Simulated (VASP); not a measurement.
# MgS (Fm-3m) in VASP: single point with r2SCAN

Aim: the single point of MgS with r2SCAN.

Everything below comes from runs of VASP 6.6.1. Logs are shortened: lines on timing, memory, paths and dates and some standing lists are left out, and cuts for length are marked.

## Step 1: The cell of the first run

Symmetry: Fm-3m, No. 225, cubic system. Conventional cell: a = 5.150 Å, b = 5.150 Å, c = 5.150 Å, α = 90.00°, β = 90.00°, γ = 90.00°. Within 3.4 Å of Mg (site symmetry m-3m) lie 6 S at 2.58 Å. S (site symmetry m-3m) has 6 Mg at 2.58 Å within 3.4 Å.

## Step 2: Single point, r2SCAN (17.08 Å³/atom)

File POSCAR:

```
MgS
1.0
    0.0000000000      2.5752381814      2.5752381814
    2.5752381814      0.0000000000      2.5752381814
    2.5752381814      2.5752381814      0.0000000000
Mg S
1 1
Direct
    0.0000000000      0.0000000000      0.0000000000
    0.5000000000      0.5000000000      0.5000000000
```

File INCAR.step1:

```
PREC = Accurate
ENCUT = 920
ISMEAR = 0
SIGMA = 0.01
LREAL = F
LASPH = T
NELM = 120
NBANDS = 15
GGA = PE
ALGO = Normal
EDIFF = 1E-5
LWAVE = T
LCHARG = F
GGA_COMPAT = F
```

File INCAR.step2:

```
PREC = Accurate
ENCUT = 920
EDIFF = 1E-6
ISMEAR = 0
SIGMA = 0.01
LREAL = F
LASPH = T
NELM = 120
ALGO = Normal
ISIF = 2
LWAVE = F
LCHARG = T
METAGGA = R2SCAN
LMIXTAU = T
LELF = T
LVHAR = T
NBANDS = 15
ISTART = 1
GGA_COMPAT = F
```

File KPOINTS:

```
regular mesh
0
Gamma
  8 8 8
```

Potentials or basis: VASP PAW PBE potentials, release 64 (Mg_sv, S).

Started as:

```bash
$ cat potpaw_PBE.64/Mg_sv/POTCAR potpaw_PBE.64/S/POTCAR > POTCAR
$ cp INCAR.step1 INCAR
$ mpirun -np 1 vasp_std > vasp.out
$ cp INCAR.step2 INCAR
$ mpirun -np 1 vasp_std > vasp.out
```

OUTCAR:

```text
PREC = Accurate
   ENCUT = 920
   EDIFF = 1E-6
   ISMEAR = 0
   LREAL = F
   LASPH = T
   NELM = 120
   ISIF = 2
   METAGGA = R2SCAN
   ISTART = 1

 ion  position               nearest neighbor table
   1  0.000  0.000  0.000-
   2  0.500  0.500  0.500-

  LATTYP: Found a face centered cubic cell.
 ALAT       =     5.1504763628

  Lattice vectors:

 A1 = (   0.0000000000,   2.5752381814,   2.5752381814)
 A2 = (   2.5752381814,   0.0000000000,   2.5752381814)
 A3 = (   2.5752381814,   2.5752381814,   0.0000000000)

Analysis of symmetry for initial positions (statically):
=====================================================================
 Subroutine PRICEL returns:
 Original cell was already a primitive cell.

 Routine SETGRP: Setting up the symmetry group for a
 face centered cubic supercell.

 Subroutine GETGRP returns: Found 48 space group operations
 (whereof 48 operations were pure point group operations)
 out of a pool of 48 trial point group operations.

The static configuration has the point symmetry O_h .

Analysis of symmetry for dynamics (positions and initial velocities):
=====================================================================
 Subroutine PRICEL returns:
 Original cell was already a primitive cell.

 Routine SETGRP: Setting up the symmetry group for a
 face centered cubic supercell.

 Subroutine GETGRP returns: Found 48 space group operations
 (whereof 48 operations were pure point group operations)
 out of a pool of 48 trial point group operations.

The dynamic configuration has the point symmetry O_h .

 Subroutine INISYM returns: Found 48 space group operations
 (whereof 48 operations are pure point group operations),
 and found     1 'primitive' translations

----------------------------------------------------------------------------------------

                                     Primitive cell

  volume of cell :      34.1572

  direct lattice vectors                    reciprocal lattice vectors
     0.000000000  2.575238181  2.575238181    -0.194156798  0.194156798  0.194156798
     2.575238181  0.000000000  2.575238181     0.194156798 -0.194156798  0.194156798
     2.575238181  2.575238181  0.000000000     0.194156798  0.194156798 -0.194156798

  length of vectors
     3.641936762  3.641936762  3.641936762     0.336289439  0.336289439  0.336289439

  position of ions in fractional coordinates (direct lattice)
     0.000000000  0.000000000  0.000000000
     0.500000000  0.500000000  0.500000000

  ion indices of the primitive-cell ions
   primitive index   ion index
                 1           1
                 2           2

----------------------------------------------------------------------------------------

 KPOINTS: regular mesh

Automatic generation of k-mesh.
 Grid dimensions read from file:
 generate k-points for:    8    8    8

 Generating k-lattice:

  Cartesian coordinates                     Fractional coordinates (reciprocal lattice)
    -0.024269600  0.024269600  0.024269600     0.125000000  0.000000000  0.000000000
     0.024269600 -0.024269600  0.024269600     0.000000000  0.125000000  0.000000000
     0.024269600  0.024269600 -0.024269600     0.000000000  0.000000000  0.125000000

  Length of vectors
     0.042036180  0.042036180  0.042036180

  Shift w.r.t. Gamma in fractional coordinates (k-lattice)
     0.000000000  0.000000000  0.000000000

 Subroutine IBZKPT returns following result:
 ===========================================

 Found     29 irreducible k-points:

 Following reciprocal coordinates:
            Coordinates               Weight
  0.000000  0.000000  0.000000      1.000000
  0.125000  0.000000  0.000000      8.000000
  0.250000  0.000000  0.000000      8.000000
  0.375000  0.000000  0.000000      8.000000
  0.500000  0.000000  0.000000      4.000000
  0.125000  0.125000  0.000000      6.000000
[... 16 lines left out ...]
  0.500000  0.250000  0.125000     48.000000
 -0.375000  0.250000  0.125000     24.000000
 [... further k-points ...]
   k-points           NKPTS =     29   k-points in BZ     NKDIM =     29   number of bands    NBANDS=     15
   number of dos      NEDOS =    301   number of ions     NIONS =      2
   total plane-waves  NPLWV =  46656
   dimension x,y,z NGX =    36 NGY =   36 NGZ =   36
   dimension x,y,z NGXF=    72 NGYF=   72 NGZF=   72
   ions per type =               1   1
   NGX,Y,Z   is equivalent  to a cutoff of  16.43, 16.43, 16.43 a.u.
   NGXF,Y,Z  is equivalent  to a cutoff of  32.87, 32.87, 32.87 a.u.
 SYSTEM =  unknown system
   PREC   = accura    normal or accurate (medium, high low for compatibility)
   ISTART =      1    job   : 0-new  1-cont  2-samecut
   ICHARG =      0    charge: 1-file 2-atom 10-const
   ISPIN  =      1    spin polarized calculation?
   LNONCOLLINEAR =      F non collinear calculations
   LSORBIT =      F    spin-orbit coupling
   LASPH  =      T    aspherical Exc in radial PAW
   ENCUT  =  920.0 eV  67.62 Ry    8.22 a.u.   9.01  9.01  9.01*2*pi/ulx,y,z
   NELM   =    120;   NELMIN=  2; NELMDL=  0     # of ELM steps
   EDIFF  = 0.1E-05   stopping-criterion for ELM
   LREAL  =      F    real-space projection
   EDIFFG = 0.1E-04   stopping-criterion for IOM
   NSW    =      0    number of steps for IOM
   IBRION =     -1    ionic relax: 0-MD 1-quasi-New 2-CG
   NFREE  =      0    steps in history (QN), initial steepest desc. (CG)
   ISIF   =      2    stress and relaxation
   ISYM   =      2    0-nonsym 1-usesym 2-fastsym
   POTIM  = 0.5000    time-step for ionic-motion
   TEBEG  =    0.0;   TEEND  =   0.0 temperature during run
   PSTRESS=    0.0 pullay stress
   NELECT =      16.0000    total number of electrons
   NUPDOWN=      -1.0000    fix difference up-down
   EMIN   =  10.00;   EMAX   =-10.00  energy-range for DOS
   EFERMI =   0.00;   METHOD = LEGACY
   ISMEAR =     0;   SIGMA  =   0.01  broadening in eV -4-tet -1-fermi 0-gaus
   EFERMI_NEDOS =   21; number of points for ismear=-14 and -15
   IALGO  =     38    algorithm
   IMIX   =      4    mixing-type and parameters
     AMIX     =   0.40;   BMIX     =  1.00
     AMIX_MAG =   1.60;   BMIX_MAG =  1.00
  volume/ion in A,a.u.               =      17.08       115.25
  Fermi-wavevector in a.u.,A,eV,Ry     =   1.271415  2.402626 21.993774  1.616497
  Thomas-Fermi vector in A             =   2.404350
   LORBIT       =      0    0 simple, 1 ext, 2 COOP (PROOUT), +10 PAW based schemes
   METAGGA = R2SCAN    functional components
   LHFCALC =     F    Hartree Fock is set to
   AEXX    =    0.0000 exact exchange contribution
   IVDW    =     0    specifies the selected vdW correction
   LEPSILON=     F    determine dielectric tensor
   LRPA    =     F    only Hartree local field effects (RPA)
 non-spin polarized calculation
 Gauss-broadening in eV      SIGMA  =   0.01
  energy-cutoff  :      920.00
  volume of cell :       34.16
 maximum number of plane-waves:      2200
   NGX = 17   NGY = 17   NGZ = 17

 number of electron      15.9999994 magnetization

 Free energy of the ion-electron system (eV)
  ---------------------------------------------------
  ext. energy  EPLUGINS =         0.00000000
  ---------------------------------------------------
  free energy    TOTEN  =       -15.53761700 eV

  energy without entropy =      -15.53761700  energy(sigma->0) =      -15.53761700

 E-fermi :   3.6926     XC(G=0): -10.4733

 val. band max:        3.6310500294   @ k =   0.0000   0.0000   0.0000
 cond. band min:       7.1917407659   @ k =   0.5000   0.5000   0.0000
 fundamental gap:      3.5606907365
 Fermi energy:         3.6926494826

 k-point     1 :       0.0000    0.0000    0.0000
  band No.  band energies     occupation
      1     -73.8992      2.00000
      2     -39.0072      2.00000
      3     -39.0072      2.00000
      4     -39.0072      2.00000
      5      -9.7316      2.00000
      6       3.6310      2.00000
      7       3.6310      2.00000
      8       3.6311      2.00000
      9       8.5497      0.00000
     10      12.1373      0.00000
     11      12.1373      0.00000
     12      12.1373      0.00000
     13      14.6136      0.00000
     14      14.6136      0.00000
     15      17.2446      0.00000

 k-point     2 :       0.1250    0.0000    0.0000
  band No.  band energies     occupation
      1     -73.8992      2.00000
      2     -39.0083      2.00000
      3     -39.0073      2.00000
      4     -39.0073      2.00000
      5      -9.5681      2.00000
      6       2.5987      2.00000
      7       3.5180      2.00000
      8       3.5180      2.00000
      9       9.2834      0.00000
     10      11.9025      0.00000
     11      12.4167      0.00000
     12      12.4167      0.00000
     13      14.0597      0.00000
     14      14.0597      0.00000
     15      17.7261      0.00000

 k-point     3 :       0.2500    0.0000    0.0000
  band No.  band energies     occupation
      1     -73.8991      2.00000
      2     -39.0110      2.00000
      3     -39.0077      2.00000
      4     -39.0077      2.00000
      5      -9.1254      2.00000
      6       0.7592      2.00000
      7       3.2713      2.00000
      8       3.2713      2.00000
      9       9.4656      0.00000
     10      12.1103      0.00000
     11      12.1103      0.00000
     12      12.9781      0.00000
     13      14.6685      0.00000
     14      14.6685      0.00000
     15      16.9018      0.00000
[... 343 lines left out ...]
 k-point    23 :       0.5000    0.2500    0.1250
  band No.  band energies     occupation
      1     -73.8990      2.00000
      2     -39.0131      2.00000
      3     -39.0098      2.00000
      4     -39.0086      2.00000
      5      -8.3216      2.00000
      6      -0.4334      2.00000
      7       1.5232      2.00000
      8       2.5677      2.00000
      9      10.0335      0.00000
     10      10.7637      0.00000
     11      12.2148      0.00000
     12      13.5689      0.00000
     13      16.3118      0.00000
     14      19.1897      0.00000
     15      19.9148      0.00000

 k-point    24 :      -0.3750    0.2500    0.1250
  band No.  band energies     occupation
      1     -73.8989      2.00000
      2     -39.0137      2.00000
      3     -39.0100      2.00000
      4     -39.0088      2.00000
      5      -8.1022      2.00000
      6      -0.8613      2.00000
      7       1.3735      2.00000
      8       2.3998      2.00000
      9       9.9672      0.00000
     10      10.4809      0.00000
     11      12.8573      0.00000
     12      14.0183      0.00000
     13      16.9061      0.00000
     14      18.3905      0.00000
     15      20.3008      0.00000

 [... further k-points ...]
[... 5 lines left out ...]
  --------------------------------------------------------------------------------------
  -------------------------------------------------------------------------------------
  Total        0.5740261      0.5740261      0.5740261      0.0000000     -0.0000000     -0.0000000
  in kB       26.9252685     26.9252685     26.9252685      0.0000000     -0.0000000     -0.0000000
  external PRESSURE =      26.9252685 kB  Pullay stress =       0.0000000 kB

 VOLUME and BASIS-vectors are now :
 -----------------------------------------------------------------------------
  energy-cutoff  :      920.00
  volume of cell :       34.16
      direct lattice vectors                 reciprocal lattice vectors
     0.000000000  2.575238181  2.575238181    -0.194156798  0.194156798  0.194156798
     2.575238181  0.000000000  2.575238181     0.194156798 -0.194156798  0.194156798
     2.575238181  2.575238181  0.000000000     0.194156798  0.194156798 -0.194156798

 POSITION                                       TOTAL-FORCE (eV/Angst)
 -----------------------------------------------------------------------------------
      0.00000      0.00000      0.00000        -0.000000     -0.000000     -0.000000
      2.57524      2.57524      2.57524         0.000000      0.000000      0.000000
 -----------------------------------------------------------------------------------
    total drift:                                0.000000      0.000000      0.000000

  FREE ENERGIE OF THE ION-ELECTRON SYSTEM (eV)
  ---------------------------------------------------
  free  energy   TOTEN  =       -15.5376170019 eV

  energy  without entropy=      -15.5376170019  energy(sigma->0) =      -15.53761700
```

Run time: 2.2 min. Hardware: 1 thread of Intel Xeon 6975P-C (Granite Rapids), shared host; peak memory 0.22 GiB.

Results:

```
Free energy            : -15.5376 eV
Pressure               : 2.7 GPa
Band gap on the k mesh : 3.56 eV (least direct gap 4.92 eV)
```

Caveat: the PAW data sets were made with another functional, which shifts forces and pressure a little.
